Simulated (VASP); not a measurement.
Wanted: the native input for a VASP 6.6.1 run.

| Quantity | Value |
| --- | --- |
| Task | single point |
| Functional | PBEsol |
| Potentials or basis | VASP PAW PBE potentials, release 64 (Co) |
| Cutoff | 520 eV |
| k mesh | 14 × 14 × 14 |
| Occupations | fermi-dirac, width 0.05 eV |
| Spin | collinear spin, ferromagnetic start |
| Starting moments | [1.7] μB |
| Dipole correction | no |
| Further INCAR settings | ALGO = Normal; EDIFF = 1e-07; NBANDS = 14 |

The structure of Co lies in POSCAR:

```
Co
1.0
    2.2955871446      0.0000000000      0.0000000000
    0.0000000000      2.2955871446      0.0000000000
    0.0000000000      0.0000000000      2.2955871446
Co
1
Direct
    0.0000000000      0.0000000000      0.0000000000
```

These files were run (other wordings do the same):

INCAR

```
ALGO     = Normal         # electronic algorithm
EDIFF    = 1E-7           # SCF threshold, eV
ENCUT    = 520            # plane-wave cutoff, eV
GGA      = PS             # functional
ISIF     = 2              # what is computed and relaxed
ISMEAR   = -1             # smearing method
ISPIN    = 2              # spin polarisation
LASPH    = T              # aspherical terms in the spheres
LCHARG   = F              # write CHGCAR
LMAXMIX  = 4              # l up to which the mixer works
LORBIT   = 11             # projections on sites
LREAL    = F              # projectors in reciprocal space
LWAVE    = F              # write WAVECAR
MAGMOM   = 1.7            # initial moments
NBANDS   = 14             # bands
NELM     = 150            # most SCF steps
PREC     = Accurate       # precision mode
SIGMA    = 0.05           # smearing width, eV
```

KPOINTS

```
k-points
0
Gamma
  14 14 14
```

Potentials or basis: VASP PAW PBE potentials, release 64 (Co).

Run with:

```bash
$ cat potpaw_PBE.64/Co/POTCAR > POTCAR
$ mpirun -np 1 vasp_std > vasp.out
```

Results of the run:

```yaml
Pressure: -0.9 GPa
Net_moment: 1.76 μB per cell
Site_moments: Co +1.76 μB
Valence_electrons_inside_the_program's_atomic_spheres: Co 8.26
```

Caveat: the PAW data sets were made with another functional, which shifts forces and pressure a little.

Run time: 55 s on 1 thread of Intel Xeon 8259CL (shared host), peak memory 0.15 GiB.
